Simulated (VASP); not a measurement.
# BaS (CsCl type) (Pm-3m) in VASP: notebook

The runs below take BaS (CsCl type) through single point, with PBE.

Everything below comes from runs of VASP 6.6.1. Logs are shortened: lines on timing, memory, paths and dates and some standing lists are left out, and cuts for length are marked.

## 1. The cell of the first run

The structure is cubic, space group Pm-3m (No. 221). Conventional cell: a = 2.830 Å, b = 2.830 Å, c = 2.830 Å, α = 90.00°, β = 90.00°, γ = 90.00°. Ba (site symmetry m-3m) has 8 S at 2.45 Å and 6 Ba at 2.83 Å within 3.2 Å. Within 3.2 Å of S (site symmetry m-3m) lie 8 Ba at 2.45 Å and 6 S at 2.83 Å.

## 2. Single point, PBE (11.33 Å³/atom)

Input file INCAR:

```
SYSTEM = BaS
ALGO     = Normal         ! electronic algorithm
EDIFF    = 1E-7           ! SCF threshold, eV
ENCUT    = 520            ! plane-wave cutoff, eV
GGA      = PE             ! functional
ISIF     = 2              ! what is computed and relaxed
ISMEAR   = -1             ! smearing method
LASPH    = .TRUE.         ! aspherical terms in the spheres
LCHARG   = .FALSE.        ! write CHGCAR
LREAL    = .FALSE.        ! projectors in reciprocal space
LWAVE    = .FALSE.        ! write WAVECAR
NBANDS   = 15             ! bands
NELM     = 80             ! most SCF steps
PREC     = Accurate       ! precision mode
SIGMA    = 0.05           ! smearing width, eV
```

Input file KPOINTS:

```
k-points
0
G
  10 10 10
  0 0 0
```

Input file POSCAR:

```
BaS
1.0
    2.8296859818      0.0000000000      0.0000000000
    0.0000000000      2.8296859818      0.0000000000
    0.0000000000      0.0000000000      2.8296859818
Ba S
1 1
Direct
    0.0000000000      0.0000000000      0.0000000000
    0.5000000000      0.5000000000      0.5000000000
```

Potentials or basis: VASP PAW PBE potentials, release 64 (Ba_sv, S).

Command:

```console
$ cat potpaw_PBE.64/Ba_sv/POTCAR potpaw_PBE.64/S/POTCAR > POTCAR
$ mpirun -np 1 vasp_std > vasp.out
```

OUTCAR:

```text
SYSTEM = BaS
   EDIFF = 1E-7
   ENCUT = 520
   GGA = PE
   ISIF = 2
   ISMEAR = -1
   LASPH = .TRUE.
   LREAL = .FALSE.
   NELM = 80
   PREC = Accurate

 ion  position               nearest neighbor table
   1  0.000  0.000  0.000-   2 2.45   2 2.45   2 2.45   2 2.45   2 2.45   2 2.45   2 2.45   2 2.45

   2  0.500  0.500  0.500-   1 2.45   1 2.45   1 2.45   1 2.45   1 2.45   1 2.45   1 2.45   1 2.45

  LATTYP: Found a simple cubic cell.
 ALAT       =     2.8296859818

  Lattice vectors:

 A1 = (   2.8296859818,   0.0000000000,   0.0000000000)
 A2 = (   0.0000000000,   2.8296859818,   0.0000000000)
 A3 = (   0.0000000000,   0.0000000000,   2.8296859818)

Analysis of symmetry for initial positions (statically):
=====================================================================
 Subroutine PRICEL returns:
 Original cell was already a primitive cell.

 Routine SETGRP: Setting up the symmetry group for a
 simple cubic supercell.

 Subroutine GETGRP returns: Found 48 space group operations
 (whereof 48 operations were pure point group operations)
 out of a pool of 48 trial point group operations.

The static configuration has the point symmetry O_h .

Analysis of symmetry for dynamics (positions and initial velocities):
=====================================================================
 Subroutine PRICEL returns:
 Original cell was already a primitive cell.

 Routine SETGRP: Setting up the symmetry group for a
 simple cubic supercell.

 Subroutine GETGRP returns: Found 48 space group operations
 (whereof 48 operations were pure point group operations)
 out of a pool of 48 trial point group operations.

The dynamic configuration has the point symmetry O_h .

 Subroutine INISYM returns: Found 48 space group operations
 (whereof 48 operations are pure point group operations),
 and found     1 'primitive' translations

----------------------------------------------------------------------------------------

                                     Primitive cell

  volume of cell :      22.6576

  direct lattice vectors                    reciprocal lattice vectors
     2.829685982  0.000000000  0.000000000     0.353396103  0.000000000  0.000000000
     0.000000000  2.829685982  0.000000000     0.000000000  0.353396103  0.000000000
     0.000000000  0.000000000  2.829685982     0.000000000  0.000000000  0.353396103

  length of vectors
[... 81 lines left out ...]
   NELM   =     80;   NELMIN=  2; NELMDL= -5     # of ELM steps
   EDIFF  = 0.1E-06   stopping-criterion for ELM
   LREAL  =      F    real-space projection
   EDIFFG = 0.1E-05   stopping-criterion for IOM
   NSW    =      0    number of steps for IOM
   IBRION =     -1    ionic relax: 0-MD 1-quasi-New 2-CG
   NFREE  =      0    steps in history (QN), initial steepest desc. (CG)
   ISIF   =      2    stress and relaxation
   ISYM   =      2    0-nonsym 1-usesym 2-fastsym
   POTIM  = 0.5000    time-step for ionic-motion
   TEBEG  =    0.0;   TEEND  =   0.0 temperature during run
   PSTRESS=    0.0 pullay stress
   NELECT =      16.0000    total number of electrons
   NUPDOWN=      -1.0000    fix difference up-down
   EMIN   =  10.00;   EMAX   =-10.00  energy-range for DOS
   EFERMI =   0.00;   METHOD = LEGACY
   ISMEAR =    -1;   SIGMA  =   0.05  broadening in eV -4-tet -1-fermi 0-gaus
   EFERMI_NEDOS =   21; number of points for ismear=-14 and -15
   IALGO  =     38    algorithm
   IMIX   =      4    mixing-type and parameters
     AMIX     =   0.40;   BMIX     =  1.00
     AMIX_MAG =   1.60;   BMIX_MAG =  1.00
  volume/ion in A,a.u.               =      11.33        76.45
  Fermi-wavevector in a.u.,A,eV,Ry     =   1.457840  2.754918 28.916435  2.125298
  Thomas-Fermi vector in A             =   2.574595
   LORBIT       =      0    0 simple, 1 ext, 2 COOP (PROOUT), +10 PAW based schemes
   GGA     = PE    functional components
[... 5 lines left out ...]
 non-spin polarized calculation
  energy-cutoff  :      520.00
  volume of cell :       22.66
 maximum number of plane-waves:       624
 NGX is ok and might be reduce to    24
   NGX = 11   NGY = 11   NGZ = 11

 number of electron      15.9999999 magnetization

 Free energy of the ion-electron system (eV)
  ---------------------------------------------------
  ext. energy  EPLUGINS =         0.00000000
  ---------------------------------------------------
  free energy    TOTEN  =         4.96790060 eV

  energy without entropy =        4.97422453  energy(sigma->0) =        4.97106256

 E-fermi :  13.1959     XC(G=0): -14.0525

 val. band max:       13.1912996188   @ k =   0.3000   0.1000   0.1000
 cond. band min:      13.2433703596   @ k =   0.4000   0.1000   0.0000
 fundamental gap:      0.0520707408
 Fermi energy:        13.1959111134

 k-point     1 :       0.0000    0.0000    0.0000
  band No.  band energies     occupation
      1     -17.7037      2.00000
      2       0.4006      2.00000
      3       0.9590      2.00000
      4       0.9590      2.00000
      5       0.9590      2.00000
      6       9.6111      2.00000
      7       9.6111      2.00000
      8      15.2725      0.00000
      9      15.2725      0.00000
     10      15.2725      0.00000
     11      22.0274      0.00000
     12      22.0274      0.00000
     13      22.0274      0.00000
     14      26.9355      0.00000
[... 401 lines left out ...]
      2      -5.7869      2.00000
      3       0.2028      2.00000
      4       1.0766      2.00000
      5       5.6324      2.00000
      6       9.4283      2.00000
      7      10.2458      2.00000
      8      13.0391      1.91672
      9      13.1913      1.04608
     10      18.3731      0.00000
     11      19.8318      0.00000
     12      20.5102      0.00000
     13      24.4674      0.00000
     14      25.6424      0.00000
     15      26.5969      0.00000

 [... further k-points ...]
[... 5 lines left out ...]
  --------------------------------------------------------------------------------------
  -------------------------------------------------------------------------------------
  Total       41.6464655     41.6464655     41.6464655      0.0000000     -0.0000000      0.0000000
  in kB     2944.9233932   2944.9233932   2944.9233932      0.0000000     -0.0000000      0.0000000
  external PRESSURE =    2944.9233932 kB  Pullay stress =       0.0000000 kB

 VOLUME and BASIS-vectors are now :
 -----------------------------------------------------------------------------
  energy-cutoff  :      520.00
  volume of cell :       22.66
      direct lattice vectors                 reciprocal lattice vectors
     2.829685982  0.000000000  0.000000000     0.353396103  0.000000000  0.000000000
     0.000000000  2.829685982  0.000000000     0.000000000  0.353396103  0.000000000
     0.000000000  0.000000000  2.829685982     0.000000000  0.000000000  0.353396103

 POSITION                                       TOTAL-FORCE (eV/Angst)
 -----------------------------------------------------------------------------------
      0.00000      0.00000      0.00000         0.000000      0.000000      0.000000
      1.41484      1.41484      1.41484         0.000000      0.000000      0.000000
 -----------------------------------------------------------------------------------
    total drift:                               -0.000000      0.000000     -0.000000

  FREE ENERGIE OF THE ION-ELECTRON SYSTEM (eV)
  ---------------------------------------------------
  free  energy   TOTEN  =         4.9679006033 eV

  energy  without entropy=        4.9742245256  energy(sigma->0) =        4.97106256
```

OSZICAR:

```text
N       E                     dE             d eps       ncg     rms          rms(c)
DAV:   1     0.840546770824E+02    0.84055E+02   -0.83325E+03  1680   0.105E+03
DAV:   2     0.655294088081E+01   -0.77502E+02   -0.71147E+02  2298   0.216E+02
DAV:   3     0.396467662836E+01   -0.25883E+01   -0.25746E+01  2121   0.343E+01
DAV:   4     0.393373391898E+01   -0.30943E-01   -0.30937E-01  2100   0.430E+00
DAV:   5     0.393303539212E+01   -0.69853E-03   -0.69852E-03  2193   0.508E-01    0.475E+01
DAV:   6     0.480542839490E+01    0.87239E+00   -0.96071E-01  2249   0.803E+00    0.265E+01
DAV:   7     0.494806174139E+01    0.14263E+00   -0.60302E-01  2648   0.587E+00    0.272E+00
DAV:   8     0.496586883443E+01    0.17807E-01   -0.99047E-02  2044   0.262E+00    0.780E-01
DAV:   9     0.496775044278E+01    0.18816E-02   -0.56695E-03  2023   0.691E-01    0.219E-01
DAV:  10     0.496764140716E+01   -0.10904E-03   -0.22849E-03  2143   0.343E-01    0.151E-01
DAV:  11     0.496789667952E+01    0.25527E-03   -0.69274E-04  2114   0.231E-01    0.536E-02
DAV:  12     0.496789874790E+01    0.20684E-05   -0.36775E-05  2175   0.477E-02    0.146E-02
DAV:  13     0.496790026878E+01    0.15209E-05   -0.72002E-07  2344   0.521E-03    0.785E-03
DAV:  14     0.496790058893E+01    0.32015E-06   -0.39533E-08  1486   0.159E-03    0.400E-03
DAV:  15     0.496790060330E+01    0.14374E-07   -0.13183E-08  1274   0.837E-04
   1 F= 0.49679006E+01 E0= 0.49710626E+01  d E =-.632392E-02
```

stdout:

```text
POSCAR found type information on POSCAR BaS
 POSCAR found :  2 types and       2 ions
 scaLAPACK will be used
 LDA part: xc-table for (Slater+PW92), standard interpolation
 POSCAR, INCAR and KPOINTS ok, starting setup
 FFT: planning ... GRIDC
 FFT: planning ... GRID_SOFT
 FFT: planning ... GRID
 WAVECAR not read
 entering main loop
```

It took 18 s on 1 thread of Intel Xeon 8259CL, shared host; peak memory 0.15 GiB.

Results:

```yaml
Free_energy: 4.9679 eV
Pressure: 294.5 GPa
Band_gap_on_the_k_mesh: zero (bands 8 and 9 overlap by 3.98 eV)
```

Levels at points of the mesh, in eV from the Fermi level:
| k point | band 4 | band 5 | band 6 | band 7 | band 8 | band 9 | band 10 | band 11 | band 12 | band 13 |
| --- | --- | --- | --- | --- | --- | --- | --- | --- | --- | --- |
| (0.00, 0.00, 0.00) | -12.24 | -12.24 | -3.58 | -3.58 | 2.08 | 2.08 | 2.08 | 8.83 | 8.83 | 8.83 |
| (0.50, 0.00, 0.00) | -10.23 | -6.80 | -5.38 | -3.84 | -3.84 | -0.18 | 2.85 | 12.42 | 13.13 | 13.47 |
| (0.50, 0.50, 0.00) | -15.75 | -8.84 | -1.12 | -0.40 | -0.40 | 2.03 | 2.79 | 2.79 | 4.83 | 18.11 |
| (0.50, 0.50, 0.50) | -15.77 | -12.67 | -9.83 | -9.83 | -9.83 | 16.93 | 16.93 | 16.93 | 17.17 | 17.17 |

Caveat: the cell stands under pressure; spin-orbit coupling is left out, which moves the levels of the heavy elements.

## 3. Single point, PBE (11.33 Å³/atom)

Input file INCAR:

```
PREC = Accurate
ENCUT = 520
EDIFF = 1E-6
ISMEAR = -1
SIGMA = 0.05
LREAL = False
LASPH = True
NELM = 60
ALGO = Normal
ISIF = 2
LWAVE = False
LCHARG = False
GGA = PE
NBANDS = 15
```

Input file KPOINTS:

```
regular mesh
0
Gamma
  10 10 10
```

POSCAR is that of step 2.

Potentials or basis: VASP PAW PBE potentials, release 64 (Ba_sv, S).

Command:

```console
$ cat potpaw_PBE.64/Ba_sv/POTCAR potpaw_PBE.64/S/POTCAR > POTCAR
$ mpirun -np 1 vasp_std > vasp.out
```

OUTCAR:

```text
PREC = Accurate
   ENCUT = 520
   EDIFF = 1E-6
   ISMEAR = -1
   LREAL = False
   LASPH = True
   NELM = 60
   ISIF = 2
   GGA = PE

 ion  position               nearest neighbor table
   1  0.000  0.000  0.000-   2 2.45   2 2.45   2 2.45   2 2.45   2 2.45   2 2.45   2 2.45   2 2.45

   2  0.500  0.500  0.500-   1 2.45   1 2.45   1 2.45   1 2.45   1 2.45   1 2.45   1 2.45   1 2.45

  LATTYP: Found a simple cubic cell.
 ALAT       =     2.8296859818

  Lattice vectors:
[... 609 lines left out ...]
      8      13.0391      1.91675
      9      13.1913      1.04601
     10      18.3731      0.00000
     11      19.8318      0.00000
     12      20.5102      0.00000
     13      24.4674      0.00000
     14      25.6424      0.00000
     15      26.5969      0.00000

 [... further k-points ...]
[... 5 lines left out ...]
  --------------------------------------------------------------------------------------
  -------------------------------------------------------------------------------------
  Total       41.6464796     41.6464796     41.6464796      0.0000000      0.0000000     -0.0000000
  in kB     2944.9243880   2944.9243880   2944.9243880      0.0000000      0.0000000     -0.0000000
  external PRESSURE =    2944.9243880 kB  Pullay stress =       0.0000000 kB

 VOLUME and BASIS-vectors are now :
 -----------------------------------------------------------------------------
  energy-cutoff  :      520.00
  volume of cell :       22.66
      direct lattice vectors                 reciprocal lattice vectors
     2.829685982  0.000000000  0.000000000     0.353396103  0.000000000  0.000000000
     0.000000000  2.829685982  0.000000000     0.000000000  0.353396103  0.000000000
     0.000000000  0.000000000  2.829685982     0.000000000  0.000000000  0.353396103

 POSITION                                       TOTAL-FORCE (eV/Angst)
 -----------------------------------------------------------------------------------
      0.00000      0.00000      0.00000         0.000000      0.000000      0.000000
      1.41484      1.41484      1.41484         0.000000      0.000000      0.000000
 -----------------------------------------------------------------------------------
    total drift:                               -0.000000      0.000000     -0.000000

  FREE ENERGIE OF THE ION-ELECTRON SYSTEM (eV)
  ---------------------------------------------------
  free  energy   TOTEN  =         4.9679005938 eV

  energy  without entropy=        4.9742247594  energy(sigma->0) =        4.97106268
```

OSZICAR:

```text
N       E                     dE             d eps       ncg     rms          rms(c)
DAV:   1     0.840546770824E+02    0.84055E+02   -0.83325E+03  1680   0.105E+03
DAV:   2     0.655294088081E+01   -0.77502E+02   -0.71147E+02  2298   0.216E+02
DAV:   3     0.396467662836E+01   -0.25883E+01   -0.25746E+01  2121   0.343E+01
DAV:   4     0.393373391898E+01   -0.30943E-01   -0.30937E-01  2100   0.430E+00
DAV:   5     0.393303539212E+01   -0.69853E-03   -0.69852E-03  2193   0.508E-01    0.475E+01
DAV:   6     0.480542839490E+01    0.87239E+00   -0.96071E-01  2249   0.803E+00    0.265E+01
DAV:   7     0.494806174139E+01    0.14263E+00   -0.60302E-01  2648   0.587E+00    0.272E+00
DAV:   8     0.496586883443E+01    0.17807E-01   -0.99047E-02  2044   0.262E+00    0.780E-01
DAV:   9     0.496775044278E+01    0.18816E-02   -0.56695E-03  2023   0.691E-01    0.219E-01
DAV:  10     0.496764140716E+01   -0.10904E-03   -0.22849E-03  2143   0.343E-01    0.151E-01
DAV:  11     0.496789667952E+01    0.25527E-03   -0.69274E-04  2114   0.231E-01    0.536E-02
DAV:  12     0.496789874790E+01    0.20684E-05   -0.36775E-05  2175   0.477E-02    0.146E-02
DAV:  13     0.496790027717E+01    0.15293E-05   -0.65019E-07  1664   0.521E-03    0.797E-03
DAV:  14     0.496790059380E+01    0.31663E-06   -0.12023E-07  1295   0.234E-03
   1 F= 0.49679006E+01 E0= 0.49710627E+01  d E =-.632417E-02
```

stdout:

```text
POSCAR found type information on POSCAR BaS
 POSCAR found :  2 types and       2 ions
 scaLAPACK will be used
 LDA part: xc-table for (Slater+PW92), standard interpolation
 POSCAR, INCAR and KPOINTS ok, starting setup
 FFT: planning ... GRIDC
 FFT: planning ... GRID_SOFT
 FFT: planning ... GRID
 WAVECAR not read
 entering main loop
```

Run time: 17 s. Hardware: 1 thread of Intel Xeon 8259CL, shared host; peak memory 0.15 GiB.

Results:

```yaml
Free_energy: 4.9679 eV
Pressure: 294.5 GPa
Band_gap_on_the_k_mesh: zero (bands 8 and 9 overlap by 3.98 eV)
```

Caveat: the cell stands under pressure; spin-orbit coupling is left out, which moves the levels of the heavy elements.

(Continued in part 2 of 2.)

The gap in the log of VASP goes by the Fermi energy; the results here count the filled bands.